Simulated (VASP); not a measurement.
# CsPbCl3 (P4/mmm) in VASP: notebook

Runs on CsPbCl3. Level: PBEsol. Tasks: single point.

All numbers are computed with VASP 6.6.1; they aren't measurements. Logs are shortened: lines on timing, memory, paths and dates and some standing lists are left out, and cuts for length are marked.

### 1 The cell of the first run

The structure is tetragonal, space group P4/mmm (No. 123). Conventional cell: a = 5.763 Å, b = 5.763 Å, c = 5.302 Å, α = 90.00°, β = 90.00°, γ = 90.00°. Within 5.4 Å of Cs (site symmetry 4/mmm) lie 12 Cl at 3.92 to 4.08 Å and 8 Pb at 4.86 Å and 2 Cs at 5.30 Å. Within 3.5 Å of Pb (site symmetry 4/mmm) lie 6 Cl at 2.65 to 2.88 Å. Cl (site symmetry mmm) has 2 Pb at 2.88 Å and 4 Cs at 3.92 Å and 8 Cl at 3.92 to 4.08 Å within 4.1 Å. Cl (site symmetry 4/mmm) has 2 Pb at 2.65 Å within 3.5 Å.

### 2 Single point, PBEsol

INCAR

```
SYSTEM = CsPbCl3
PREC     = Accurate       ! precision mode
ENCUT    = 520            ! plane-wave cutoff, eV
EDIFF    = 1E-7           ! SCF threshold, eV
ISMEAR   = 0              ! smearing method
SIGMA    = 0.05           ! smearing width, eV
LREAL    = .FALSE.        ! projectors in reciprocal space
LASPH    = .TRUE.         ! aspherical terms in the spheres
NELM     = 80             ! most SCF steps
ALGO     = Normal         ! electronic algorithm
ISIF     = 2              ! what is computed and relaxed
LWAVE    = .FALSE.        ! write WAVECAR
LCHARG   = .TRUE.         ! write CHGCAR
GGA      = PS             ! functional
LELF     = .TRUE.         ! ELF
LVHAR    = .TRUE.       
NBANDS   = 30             ! bands
```

KPOINTS

```
regular mesh
0
G
  6 6 6
  0 0 0
```

POSCAR

```
CsPbCl3
1.0
    5.7629697657      0.0000000000      0.0000000000
    0.0000000000      5.7629697657      0.0000000000
    0.0000000000      0.0000000000      5.3019321845
Cs Pb Cl
1 1 3
Direct
    0.0000000000      0.0000000000      0.0000000000
    0.5000000000      0.5000000000      0.5000000000
    0.0000000000      0.5000000000      0.5000000000
    0.5000000000      0.0000000000      0.5000000000
    0.5000000000      0.5000000000      0.0000000000
```

Potentials or basis: VASP PAW PBE potentials, release 64 (Cs_sv, Pb_d, Cl).

Command:

```console
cat potpaw_PBE.64/Cs_sv/POTCAR potpaw_PBE.64/Pb_d/POTCAR potpaw_PBE.64/Cl/POTCAR > POTCAR
mpirun -np 1 vasp_std > vasp.out
```

OUTCAR:

```text
SYSTEM = CsPbCl3
   PREC = Accurate
   ENCUT = 520
   EDIFF = 1E-7
   ISMEAR = 0
   LREAL = .FALSE.
   LASPH = .TRUE.
   NELM = 80
   ISIF = 2
   GGA = PS

 ion  position               nearest neighbor table
   1  0.000  0.000  0.000-
   2  0.500  0.500  0.500-   5 2.65   5 2.65   3 2.88   4 2.88   4 2.88   3 2.88
   3  0.000  0.500  0.500-   2 2.88   2 2.88
   4  0.500  0.000  0.500-   2 2.88   2 2.88
   5  0.500  0.500  0.000-   2 2.65   2 2.65

  LATTYP: Found a simple tetragonal cell.
 ALAT       =     5.7629697657
 C/A-ratio  =     0.9200000000

  Lattice vectors:

 A1 = (   5.7629697657,   0.0000000000,   0.0000000000)
 A2 = (   0.0000000000,   5.7629697657,   0.0000000000)
 A3 = (   0.0000000000,   0.0000000000,   5.3019321845)

Analysis of symmetry for initial positions (statically):
=====================================================================
 Subroutine PRICEL returns:
 Original cell was already a primitive cell.

 Routine SETGRP: Setting up the symmetry group for a
 simple tetragonal supercell.

 Subroutine GETGRP returns: Found 16 space group operations
 (whereof 16 operations were pure point group operations)
 out of a pool of 16 trial point group operations.

The static configuration has the point symmetry D_4h.

Analysis of symmetry for dynamics (positions and initial velocities):
=====================================================================
 Subroutine PRICEL returns:
 Original cell was already a primitive cell.

 Routine SETGRP: Setting up the symmetry group for a
 simple tetragonal supercell.

 Subroutine GETGRP returns: Found 16 space group operations
 (whereof 16 operations were pure point group operations)
 out of a pool of 16 trial point group operations.

The dynamic configuration has the point symmetry D_4h.

 Subroutine INISYM returns: Found 16 space group operations
 (whereof 16 operations are pure point group operations),
 and found     1 'primitive' translations

----------------------------------------------------------------------------------------

                                     Primitive cell

  volume of cell :     176.0868

[... 91 lines left out ...]
   LASPH  =      T    aspherical Exc in radial PAW
   ENCUT  =  520.0 eV  38.22 Ry    6.18 a.u.  10.72 10.72  9.86*2*pi/ulx,y,z
   NELM   =     80;   NELMIN=  2; NELMDL= -5     # of ELM steps
   EDIFF  = 0.1E-06   stopping-criterion for ELM
   LREAL  =      F    real-space projection
   EDIFFG = 0.1E-05   stopping-criterion for IOM
   NSW    =      0    number of steps for IOM
   IBRION =     -1    ionic relax: 0-MD 1-quasi-New 2-CG
   NFREE  =      0    steps in history (QN), initial steepest desc. (CG)
   ISIF   =      2    stress and relaxation
   ISYM   =      2    0-nonsym 1-usesym 2-fastsym
   POTIM  = 0.5000    time-step for ionic-motion
   TEBEG  =    0.0;   TEEND  =   0.0 temperature during run
   PSTRESS=    0.0 pullay stress
   NELECT =      44.0000    total number of electrons
   NUPDOWN=      -1.0000    fix difference up-down
   EMIN   =  10.00;   EMAX   =-10.00  energy-range for DOS
   EFERMI =   0.00;   METHOD = LEGACY
   ISMEAR =     0;   SIGMA  =   0.05  broadening in eV -4-tet -1-fermi 0-gaus
   EFERMI_NEDOS =   21; number of points for ismear=-14 and -15
   IALGO  =     38    algorithm
   IMIX   =      4    mixing-type and parameters
     AMIX     =   0.40;   BMIX     =  1.00
     AMIX_MAG =   1.60;   BMIX_MAG =  1.00
  volume/ion in A,a.u.               =      35.22       237.66
  Fermi-wavevector in a.u.,A,eV,Ry     =   1.031138  1.948568 14.466333  1.063245
  Thomas-Fermi vector in A             =   2.165271
   LORBIT       =      0    0 simple, 1 ext, 2 COOP (PROOUT), +10 PAW based schemes
   GGA     = PS    functional components
   LHFCALC =     F    Hartree Fock is set to
   AEXX    =    0.0000 exact exchange contribution
   IVDW    =     0    specifies the selected vdW correction
   LEPSILON=     F    determine dielectric tensor
   LRPA    =     F    only Hartree local field effects (RPA)
 non-spin polarized calculation
 Gauss-broadening in eV      SIGMA  =   0.05
  energy-cutoff  :      520.00
  volume of cell :      176.09
 maximum number of plane-waves:      4770
 NGX is ok and might be reduce to    48

 number of electron      44.0000003 magnetization

 Free energy of the ion-electron system (eV)
  ---------------------------------------------------
  ext. energy  EPLUGINS =         0.00000000
  ---------------------------------------------------
  free energy    TOTEN  =       -18.23294480 eV

  energy without entropy =      -18.23294480  energy(sigma->0) =      -18.23294480

 E-fermi :   2.1117     XC(G=0):  -8.0061

 val. band max:        1.8286540851   @ k =   0.5000   0.5000   0.5000
 cond. band min:       3.3171100910   @ k =   0.5000   0.5000   0.5000
 fundamental gap:      1.4884560059
 Fermi energy:         2.1116794209

 k-point     1 :       0.0000    0.0000    0.0000
  band No.  band energies     occupation
      1     -19.6331      2.00000
      2     -15.2304      2.00000
      3     -14.9832      2.00000
      4     -14.8144      2.00000
      5     -14.7961      2.00000
      6     -14.7961      2.00000
[... 781 lines left out ...]
     29       7.7437      0.00000
     30       7.7732      0.00000

 [... further k-points ...]

------------------------ aborting loop because EDIFF is reached ----------------------------------------

  FORCE on cell =-STRESS in cart. coord.  units (eV):
  Direction    XX          YY          ZZ          XY          YZ          ZX
  --------------------------------------------------------------------------------------
  -------------------------------------------------------------------------------------
  Total       -1.2225163     -1.2225163      4.3953266      0.0000000     -0.0000000      0.0000000
  in kB      -11.1234211    -11.1234211     39.9921623      0.0000000     -0.0000000      0.0000000
  external PRESSURE =       5.9151067 kB  Pullay stress =       0.0000000 kB

 VOLUME and BASIS-vectors are now :
 -----------------------------------------------------------------------------
  energy-cutoff  :      520.00
  volume of cell :      176.09
      direct lattice vectors                 reciprocal lattice vectors
     5.762969766  0.000000000  0.000000000     0.173521646  0.000000000  0.000000000
     0.000000000  5.762969766  0.000000000     0.000000000  0.173521646  0.000000000
     0.000000000  0.000000000  5.301932185     0.000000000  0.000000000  0.188610485

 POSITION                                       TOTAL-FORCE (eV/Angst)
 -----------------------------------------------------------------------------------
      0.00000      0.00000      0.00000         0.000000      0.000000      0.000000
      2.88148      2.88148      2.65097         0.000000      0.000000      0.000000
      0.00000      2.88148      2.65097         0.000000      0.000000      0.000000
      2.88148      0.00000      2.65097         0.000000      0.000000      0.000000
      2.88148      2.88148      0.00000         0.000000      0.000000      0.000000
 -----------------------------------------------------------------------------------
    total drift:                                0.000000     -0.000000     -0.000000

  FREE ENERGIE OF THE ION-ELECTRON SYSTEM (eV)
  ---------------------------------------------------
  free  energy   TOTEN  =       -18.2329448012 eV

  energy  without entropy=      -18.2329448012  energy(sigma->0) =      -18.23294480
```

OSZICAR:

```text
N       E                     dE             d eps       ncg     rms          rms(c)
DAV:   1     0.410879893636E+03    0.41088E+03   -0.19314E+04  2400   0.134E+03
DAV:   2     0.324458830932E+02   -0.37843E+03   -0.35971E+03  2832   0.315E+02
DAV:   3    -0.169039314690E+02   -0.49350E+02   -0.48737E+02  3022   0.121E+02
DAV:   4    -0.188696067611E+02   -0.19657E+01   -0.19591E+01  3102   0.303E+01
DAV:   5    -0.189376321562E+02   -0.68025E-01   -0.68002E-01  3144   0.488E+00    0.585E+00
DAV:   6    -0.182585087749E+02    0.67912E+00   -0.12193E+00  3418   0.123E+01    0.361E+00
DAV:   7    -0.182248698698E+02    0.33639E-01   -0.49867E-01  3562   0.438E+00    0.164E+00
DAV:   8    -0.182332524220E+02   -0.83826E-02   -0.69504E-02  3424   0.212E+00    0.271E-01
DAV:   9    -0.182324948500E+02    0.75757E-03   -0.13032E-02  3680   0.954E-01    0.132E-01
DAV:  10    -0.182328421819E+02   -0.34733E-03   -0.13282E-03  3124   0.240E-01    0.482E-02
DAV:  11    -0.182329404272E+02   -0.98245E-04   -0.20164E-04  3248   0.101E-01    0.112E-02
DAV:  12    -0.182329444308E+02   -0.40036E-05   -0.20467E-05  3308   0.492E-02    0.388E-03
DAV:  13    -0.182329446547E+02   -0.22390E-06   -0.22201E-06  3312   0.115E-02    0.236E-03
DAV:  14    -0.182329447692E+02   -0.11448E-06   -0.48926E-07  2884   0.670E-03    0.477E-04
DAV:  15    -0.182329448012E+02   -0.32000E-07   -0.32258E-08  2012   0.104E-03
   1 F= -.18232945E+02 E0= -.18232945E+02  d E =-.158696E-17
```

Wall time 86 s (1 thread of Intel Xeon 6975P-C (Granite Rapids), shared host); peak memory 0.41 GiB.

What came out:

```yaml
Free_energy: -18.2329 eV
Pressure: 0.6 GPa
Band_gap_on_the_k_mesh: 1.49 eV
```

Stress tensor (GPa, compression positive):
```
-1.11  0.00  0.00
 0.00 -1.11  0.00
 0.00  0.00  4.00
```

Levels at points of the mesh, in eV from the valence-band top:
| k point | band 19 | band 20 | band 21 | band 22 | band 23 | band 24 | band 25 | band 26 |
| --- | --- | --- | --- | --- | --- | --- | --- | --- |
| (0.00, 0.00, 0.00) | -2.65 | -2.62 | -2.62 | -2.60 | 3.08 | 3.99 | 4.20 | 4.77 |
| (0.50, 0.00, 0.00) | -2.78 | -2.73 | -2.70 | -1.97 | 2.72 | 4.38 | 4.84 | 4.87 |
| (0.50, 0.50, 0.00) | -2.82 | -2.82 | -2.36 | -1.25 | 2.30 | 2.30 | 5.15 | 5.32 |
| (0.00, 0.00, 0.50) | -2.83 | -2.73 | -2.73 | -1.34 | 3.14 | 4.65 | 4.66 | 4.66 |
| (0.50, 0.00, 0.50) | -2.86 | -2.86 | -2.33 | -0.66 | 2.00 | 2.71 | 4.28 | 5.18 |
| (0.50, 0.50, 0.50) | -2.34 | -2.31 | -2.31 | 0.00 | 1.49 | 1.49 | 2.16 | 4.84 |

Caveat: the PAW data sets were made with another functional, which shifts forces and pressure a little; spin-orbit coupling is left out, which moves the levels of the heavy elements.

### 3 Single point, PBEsol

This run uses another cell than the first one, of the same volume but with other edges.

INCAR

```
  PREC = Accurate
  ENCUT = 520
  EDIFF = 1E-6
  ISMEAR = 0
  SIGMA = 0.05
  LREAL = False
  LASPH = True
  NELM = 60
  ALGO = Normal
  ISIF = 2
  LWAVE = False
  LCHARG = False
  GGA = PS
  NBANDS = 30
```

KPOINTS

```
regular mesh
0
Gamma
  6 6 6
```

POSCAR: that of step 2 with these lines changed.

```diff
@@ -2,5 +2,5 @@
 1.0
-    5.7629697657      0.0000000000      0.0000000000
-    0.0000000000      5.7629697657      0.0000000000
-    0.0000000000      0.0000000000      5.3019321845
+    5.4297277610      0.0000000000      0.0000000000
+    0.0000000000      5.4297277610      0.0000000000
+    0.0000000000      0.0000000000      5.9727005371
 Cs Pb Cl
```

Potentials or basis: VASP PAW PBE potentials, release 64 (Cs_sv, Pb_d, Cl).

Command:

```console
cat potpaw_PBE.64/Cs_sv/POTCAR potpaw_PBE.64/Pb_d/POTCAR potpaw_PBE.64/Cl/POTCAR > POTCAR
mpirun -np 1 vasp_std > vasp.out
```

It took 65 s on 1 thread of Intel Xeon 6975P-C (Granite Rapids), shared host; peak memory 0.37 GiB.

Results (log left out):

```yaml
Free_energy: -18.2216 eV
Pressure: 0.7 GPa
Band_gap_on_the_k_mesh: 1.26 eV
```

Stress tensor (GPa, compression positive):
```
 2.14  0.00  0.00
 0.00  2.14  0.00
 0.00  0.00 -2.25
```

Levels at points of the mesh, in eV from the valence-band top:
```
           k point  band 18  band 19  band 20  band 21  band 22  band 23  band 24  band 25  band 26  band 27
(0.00, 0.00, 0.00)    -2.77    -2.77    -2.66    -2.58    -2.58     3.07     3.96     4.21     4.89     4.89
(0.50, 0.00, 0.00)    -2.96    -2.85    -2.78    -2.70    -1.57     2.99     4.27     4.53     5.19     5.40
(0.50, 0.50, 0.00)    -2.89    -2.75    -2.75    -2.31    -0.50     2.37     2.37     3.73     5.24     5.70
(0.00, 0.00, 0.50)    -2.81    -2.81    -2.67    -2.67    -2.16     2.59     4.31     4.66     5.24     5.51
(0.50, 0.00, 0.50)    -3.01    -2.85    -2.80    -2.39    -1.03     1.97     2.65     5.11     5.22     5.45
(0.50, 0.50, 0.50)    -2.83    -2.35    -2.35    -2.30     0.00     1.26     1.93     1.93     4.81     5.23
```

Caveat: the PAW data sets were made with another functional, which shifts forces and pressure a little; spin-orbit coupling is left out, which moves the levels of the heavy elements. A k mesh can miss the band edges.
